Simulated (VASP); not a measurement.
# Ag (Fm-3m) in VASP: notebook, part 2 of 2

VASP 6.6.1. The steps go on from the part before.

**3. Single point, LDA**

This run uses another cell than the first one, of 16.71 Å³/atom, 1.043 times its volume.

Input file INCAR:

```
PREC = Accurate
ENCUT = 520
EDIFF = 1E-6
ISMEAR = -1
SIGMA = 0.05
LREAL = F
LASPH = T
NELM = 100
ALGO = Normal
ISIF = 2
LWAVE = F
LCHARG = T
LELF = T
LVHAR = T
NBANDS = 12
```

Input file KPOINTS:

```
Automatic mesh
0
Gamma
  11 11 11
```

Input file POSCAR:

```
Ag
1.0
    0.0000000000      2.0290398554      2.0290398554
    2.0290398554      0.0000000000      2.0290398554
    2.0290398554      2.0290398554      0.0000000000
Ag
1
Direct
    0.0000000000      0.0000000000      0.0000000000
```

Potentials or basis: VASP PAW LDA potentials, release 64 (Ag).

Started as:

```console
$ cat potpaw_LDA.64/Ag/POTCAR > POTCAR
$ mpirun -np 1 vasp_std > vasp.out
```

OUTCAR:

```text
PREC = Accurate
   ENCUT = 520
   EDIFF = 1E-6
   ISMEAR = -1
   LREAL = F
   LASPH = T
   NELM = 100
   ISIF = 2

 ion  position               nearest neighbor table
   1  0.000  0.000  0.000-

  LATTYP: Found a face centered cubic cell.
 ALAT       =     4.0580797108

  Lattice vectors:

 A1 = (   0.0000000000,   2.0290398554,   2.0290398554)
 A2 = (   2.0290398554,   0.0000000000,   2.0290398554)
 A3 = (   2.0290398554,   2.0290398554,   0.0000000000)

Analysis of symmetry for initial positions (statically):
=====================================================================
 Subroutine PRICEL returns:
 Original cell was already a primitive cell.

 Routine SETGRP: Setting up the symmetry group for a
 face centered cubic supercell.

 Subroutine GETGRP returns: Found 48 space group operations
 (whereof 48 operations were pure point group operations)
 out of a pool of 48 trial point group operations.

The static configuration has the point symmetry O_h .

Analysis of symmetry for dynamics (positions and initial velocities):
=====================================================================
 Subroutine PRICEL returns:
 Original cell was already a primitive cell.

 Routine SETGRP: Setting up the symmetry group for a
 face centered cubic supercell.

 Subroutine GETGRP returns: Found 48 space group operations
 (whereof 48 operations were pure point group operations)
 out of a pool of 48 trial point group operations.

The dynamic configuration has the point symmetry O_h .

 Subroutine INISYM returns: Found 48 space group operations
 (whereof 48 operations are pure point group operations),
 and found     1 'primitive' translations

----------------------------------------------------------------------------------------

                                     Primitive cell

  volume of cell :      16.7071
[... 106 lines left out ...]
     AMIX     =   0.40;   BMIX     =  1.00
     AMIX_MAG =   1.60;   BMIX_MAG =  1.00
  volume/ion in A,a.u.               =      16.71       112.75
  Fermi-wavevector in a.u.,A,eV,Ry     =   1.424203  2.691353 27.597424  2.028353
  Thomas-Fermi vector in A             =   2.544719
   LORBIT       =      0    0 simple, 1 ext, 2 COOP (PROOUT), +10 PAW based schemes
   GGA     = CA    functional components
   LHFCALC =     F    Hartree Fock is set to
   AEXX    =    0.0000 exact exchange contribution
   IVDW    =     0    specifies the selected vdW correction
   LEPSILON=     F    determine dielectric tensor
   LRPA    =     F    only Hartree local field effects (RPA)
 non-spin polarized calculation
  energy-cutoff  :      520.00
  volume of cell :       16.71
 maximum number of plane-waves:       462
 NGX is ok and might be reduce to    24
   NGX = 11   NGY = 11   NGZ = 11

 number of electron      11.0000000 magnetization

 Free energy of the ion-electron system (eV)
  ---------------------------------------------------
  ext. energy  EPLUGINS =         0.00000000
  ---------------------------------------------------
  free energy    TOTEN  =        -3.77583391 eV

  energy without entropy =       -3.77334842  energy(sigma->0) =       -3.77459116

 E-fermi :   8.6438     XC(G=0): -12.7046

 val. band max:        8.5987343772   @ k =  -0.4545   0.0909   0.0000
 cond. band min:       8.6909427940   @ k =   0.4545   0.3636   0.0000
 fundamental gap:      0.0922084168
 Fermi energy:         8.6437525806

 k-point     1 :       0.0000    0.0000    0.0000
  band No.  band energies     occupation
      1       0.4568      2.00000
      2       3.5804      2.00000
      3       3.5804      2.00000
      4       3.5804      2.00000
      5       4.6727      2.00000
      6       4.6727      2.00000
      7      24.4985      0.00000
      8      28.1220      0.00000
      9      28.1220      0.00000
     10      28.1220      0.00000
     11      33.1926      0.00000
     12      34.3044      0.00000
[... 331 lines left out ...]
 k-point    24 :      -0.1818    0.1818    0.0000
  band No.  band energies     occupation
      1       2.5495      2.00000
      2       3.1576      2.00000
      3       3.7993      2.00000
      4       4.2232      2.00000
      5       4.2618      2.00000
      6       5.8299      2.00000
      7      20.4748      0.00000
      8      20.9210      0.00000
      9      27.1812      0.00000
     10      28.9661      0.00000
     11      29.7473      0.00000
     12      33.2767      0.00000

 [... further k-points ...]
[... 5 lines left out ...]
  --------------------------------------------------------------------------------------
  -------------------------------------------------------------------------------------
  Total       -0.5640587     -0.5640587     -0.5640587      0.0000000      0.0000000     -0.0000000
  in kB      -54.0920158    -54.0920158    -54.0920158      0.0000000      0.0000000     -0.0000000
  external PRESSURE =     -54.0920158 kB  Pullay stress =       0.0000000 kB

 VOLUME and BASIS-vectors are now :
 -----------------------------------------------------------------------------
  energy-cutoff  :      520.00
  volume of cell :       16.71
      direct lattice vectors                 reciprocal lattice vectors
     0.000000000  2.029039855  2.029039855    -0.246421971  0.246421971  0.246421971
     2.029039855  0.000000000  2.029039855     0.246421971 -0.246421971  0.246421971
     2.029039855  2.029039855  0.000000000     0.246421971  0.246421971 -0.246421971

 POSITION                                       TOTAL-FORCE (eV/Angst)
 -----------------------------------------------------------------------------------
      0.00000      0.00000      0.00000        -0.000000     -0.000000      0.000000
 -----------------------------------------------------------------------------------
    total drift:                               -0.000000     -0.000000     -0.000000

  FREE ENERGIE OF THE ION-ELECTRON SYSTEM (eV)
  ---------------------------------------------------
  free  energy   TOTEN  =        -3.7758339104 eV

  energy  without entropy=       -3.7733484188  energy(sigma->0) =       -3.77459116
```

OSZICAR:

```text
N       E                     dE             d eps       ncg     rms          rms(c)
DAV:   1     0.513473126544E+02    0.51347E+02   -0.55092E+03  1352   0.828E+02
DAV:   2    -0.327043730085E+01   -0.54618E+02   -0.51512E+02  1552   0.196E+02
DAV:   3    -0.409699110680E+01   -0.82655E+00   -0.82620E+00  1588   0.256E+01
DAV:   4    -0.409953949713E+01   -0.25484E-02   -0.25483E-02  1548   0.147E+00
DAV:   5    -0.409955842669E+01   -0.18930E-04   -0.18928E-04  1608   0.113E-01    0.576E+00
DAV:   6    -0.379192853814E+01    0.30763E+00   -0.12367E+00  1456   0.984E+00    0.357E+00
DAV:   7    -0.378054403325E+01    0.11385E-01   -0.92773E-03  1564   0.903E-01    0.199E+00
DAV:   8    -0.377582271193E+01    0.47213E-02   -0.91026E-04  1528   0.241E-01    0.840E-02
DAV:   9    -0.377583496136E+01   -0.12249E-04   -0.70521E-06  1580   0.184E-02    0.165E-02
DAV:  10    -0.377583393438E+01    0.10270E-05   -0.18938E-06  1592   0.106E-02    0.312E-03
DAV:  11    -0.377583391037E+01    0.24010E-07   -0.39030E-08   816   0.152E-03
   1 F= -.37758339E+01 E0= -.37745912E+01  d E =-.248549E-02
```

stdout:

```text
POSCAR found type information on POSCAR Ag
 POSCAR found :  1 types and       1 ions
 scaLAPACK will be used
 LDA part: xc-table for (Slater(with rela. corr.)+CA(PZ))
 , standard interpolation
 POSCAR, INCAR and KPOINTS ok, starting setup
 FFT: planning ... GRIDC
 FFT: planning ... GRID_SOFT
 FFT: planning ... GRID
 WAVECAR not read
 entering main loop
```

Wall time 10 s (1 thread of AMD EPYC 7R13 (Zen 3), shared host); peak memory 0.1 GiB.

Results:

```
Free energy : -3.7758 eV
Pressure    : -5.4 GPa
```

Levels at points of the mesh, in eV from the Fermi level:
```csv
k point,band 2,band 3,band 4,band 5,band 6,band 7,band 8,band 9,band 10,band 11
"(0.00, 0.00, 0.00)",-5.06,-5.06,-5.06,-3.97,-3.97,15.85,19.48,19.48,19.48,24.55
```

**4. Single point, PBE+D3(BJ)**

This run uses another cell than the first one, of 16.37 Å³/atom, 1.021 times its volume.

Input file INCAR:

```
SYSTEM = Ag
  PREC = Accurate
  ENCUT = 520
  EDIFF = 1E-7
  ISMEAR = -1
  SIGMA = 0.05
  LREAL = .False.
  LASPH = .True.
  NELM = 60
  ALGO = Fast
  ISIF = 2
  LWAVE = .False.
  LCHARG = .True.
  GGA = PE
  IVDW = 12
  LELF = .True.
  LVHAR = .True.
  NBANDS = 12
```

Input file KPOINTS:

```
regular mesh
0
Gamma
  11 11 11
  0 0 0
```

Input file POSCAR:

```
Ag
1.0
    0.0000000000      2.0151418859      2.0151418859
    2.0151418859      0.0000000000      2.0151418859
    2.0151418859      2.0151418859      0.0000000000
Ag
1
Direct
    0.0000000000      0.0000000000      0.0000000000
```

Potentials or basis: VASP PAW PBE potentials, release 64 (Ag).

Started as:

```console
$ cat potpaw_PBE.64/Ag/POTCAR > POTCAR
$ mpirun -np 1 vasp_std > vasp.out
```

OUTCAR:

```text
SYSTEM = Ag
   PREC = Accurate
   ENCUT = 520
   EDIFF = 1E-7
   ISMEAR = -1
   LREAL = .False.
   LASPH = .True.
   NELM = 60
   ISIF = 2
   GGA = PE
   IVDW = 12
 IVDW          = 12

 ion  position               nearest neighbor table
   1  0.000  0.000  0.000-

  LATTYP: Found a face centered cubic cell.
 ALAT       =     4.0302837718

  Lattice vectors:

 A1 = (   0.0000000000,   2.0151418859,   2.0151418859)
[... 540 lines left out ...]
     11      30.6836      0.00000
     12      34.3396      0.00000

 [... further k-points ...]

------------------------ aborting loop because EDIFF is reached ----------------------------------------

 Edisp (eV)   -0.61440

 E8    (eV) :    -0.2686

  FORCE on cell =-STRESS in cart. coord.  units (eV):
  Direction    XX          YY          ZZ          XY          YZ          ZX
  --------------------------------------------------------------------------------------
  -------------------------------------------------------------------------------------
  Total       0.34346     0.34346     0.34346    -0.00000     0.00000    -0.00000
  in kB      33.62345    33.62345    33.62345    -0.00000     0.00000    -0.00000
  external pressure =       33.62 kB  Pullay stress =        0.00 kB

 VOLUME and BASIS-vectors are now :
 -----------------------------------------------------------------------------
  energy-cutoff  :      520.00
  volume of cell :       16.37
      direct lattice vectors                 reciprocal lattice vectors
     0.000000000  2.015141886  2.015141886    -0.248121486  0.248121486  0.248121486
     2.015141886  0.000000000  2.015141886     0.248121486 -0.248121486  0.248121486
     2.015141886  2.015141886  0.000000000     0.248121486  0.248121486 -0.248121486

 POSITION                                       TOTAL-FORCE (eV/Angst)
 -----------------------------------------------------------------------------------
      0.00000      0.00000      0.00000         0.000000      0.000000      0.000000
 -----------------------------------------------------------------------------------
    total drift:                               -0.000000      0.000000      0.000000

  FREE ENERGIE OF THE ION-ELECTRON SYSTEM (eV)
  ---------------------------------------------------
  free  energy   TOTEN  =        -3.2958075904 eV

  energy  without entropy=       -3.2937010907  energy(sigma->0) =       -3.29475434
```

OSZICAR:

```text
N       E                     dE             d eps       ncg     rms          rms(c)
DAV:   1     0.534484558699E+02    0.53448E+02   -0.55767E+03  1348   0.833E+02
DAV:   2    -0.206446326378E+01   -0.55513E+02   -0.52706E+02  1568   0.197E+02
DAV:   3    -0.294959950941E+01   -0.88514E+00   -0.88459E+00  1556   0.261E+01
DAV:   4    -0.295230776068E+01   -0.27083E-02   -0.27081E-02  1576   0.152E+00
DAV:   5    -0.295232860717E+01   -0.20846E-04   -0.20846E-04  1556   0.119E-01    0.584E+00
RMM:   6    -0.269503689329E+01    0.25729E+00   -0.36446E-01  1369   0.551E+00    0.363E+00
RMM:   7    -0.268469623902E+01    0.10341E-01   -0.11307E-02  1511   0.119E+00    0.204E+00
RMM:   8    -0.268141752297E+01    0.32787E-02   -0.95905E-04  1515   0.294E-01    0.198E-01
RMM:   9    -0.268140309010E+01    0.14433E-04   -0.13009E-04  1637   0.104E-01    0.768E-02
RMM:  10    -0.268140379594E+01   -0.70584E-06   -0.22661E-05  1616   0.384E-02    0.277E-02
RMM:  11    -0.268140510361E+01   -0.13077E-05   -0.61230E-06  1555   0.149E-02    0.797E-03
RMM:  12    -0.268140511944E+01   -0.15834E-07   -0.41247E-07  1412   0.461E-03
   1 F= -.32958076E+01 E0= -.32947543E+01  d E =-.210650E-02
```

Run time: 12 s. Hardware: 1 thread of AMD EPYC 7R13 (Zen 3), shared host; peak memory 0.12 GiB.

Results:

```
Free energy                : -3.2958 eV
Pressure                   : 3.4 GPa
Dispersion energy per atom : -0.614 eV
```

Caveat: pairwise dispersion overbinds metals, which lowers pressure and volume.

**5. Single point, PBE+D3(BJ)**

This run uses another cell than the first one, of 16.71 Å³/atom, 1.043 times its volume.

Input file INCAR:

```
SYSTEM = Ag
PREC = Accurate ; ENCUT = 520
EDIFF = 1E-7 ; ISMEAR = -1
SIGMA = 0.05 ; LREAL = .FALSE.
LASPH = .TRUE. ; NELM = 100
ALGO = Fast ; ISIF = 2
LWAVE = .FALSE. ; LCHARG = .TRUE.
GGA = PE ; IVDW = 12
LELF = .TRUE. ; LVHAR = .TRUE.
NBANDS = 12
```

Input file KPOINTS:

```
regular mesh
0
G
  11 11 11
  0 0 0
```

Input file POSCAR:

```
Ag
1.0
    0.0000000000      2.0290398554      2.0290398554
    2.0290398554      0.0000000000      2.0290398554
    2.0290398554      2.0290398554      0.0000000000
Ag
1
Direct
    0.0000000000      0.0000000000      0.0000000000
```

Started as:

```console
$ cat potpaw_PBE.64/Ag/POTCAR > POTCAR
$ mpirun -np 1 vasp_std > vasp.out
```

Run time: 12 s. Hardware: 1 thread of AMD EPYC 7R13 (Zen 3), shared host; peak memory 0.12 GiB.

The run converged. Its results:

```
Free energy                : -3.3002 eV
Pressure                   : 0.8 GPa
Dispersion energy per atom : -0.601 eV
```

Levels at points of the mesh, in eV from the Fermi level:
```
           k point  band 4  band 5  band 6  band 7  band 8  band 9
(0.00, 0.00, 0.00)   -5.13   -4.05   -4.05   15.83   19.53   19.53
```

Caveat: pairwise dispersion overbinds metals, which lowers pressure and volume.

**6. The runs side by side**

```csv
level,potentials or basis,cell,gap on the mesh (eV),pressure (GPa)
BLYP+D3(BJ),"VASP PAW PBE potentials, release 64 (Ag)","a = 2.830 Å, angles 60.0°, 1 atom",none,6.8
LDA,"VASP PAW LDA potentials, release 64 (Ag)","a = 2.869 Å, angles 60.0°, 1 atom",none,-5.4
PBE+D3(BJ),"VASP PAW PBE potentials, release 64 (Ag)","a = 2.850 Å, angles 60.0°, 1 atom",none,3.4
PBE+D3(BJ),"VASP PAW PBE potentials, release 64 (Ag)","a = 2.869 Å, angles 60.0°, 1 atom",none,0.8
```

Alike in all rows: task single point; no spin polarisation; k mesh 11 × 11 × 11; cutoff (eV) 520; smearing fermi-dirac 0.05 eV.

Caveats: pairwise dispersion overbinds metals, which lowers pressure and volume (some runs); the PAW data sets were made with another functional, which shifts forces and pressure a little (some runs).

Absolute energies hang on the potentials; compare differences alone.
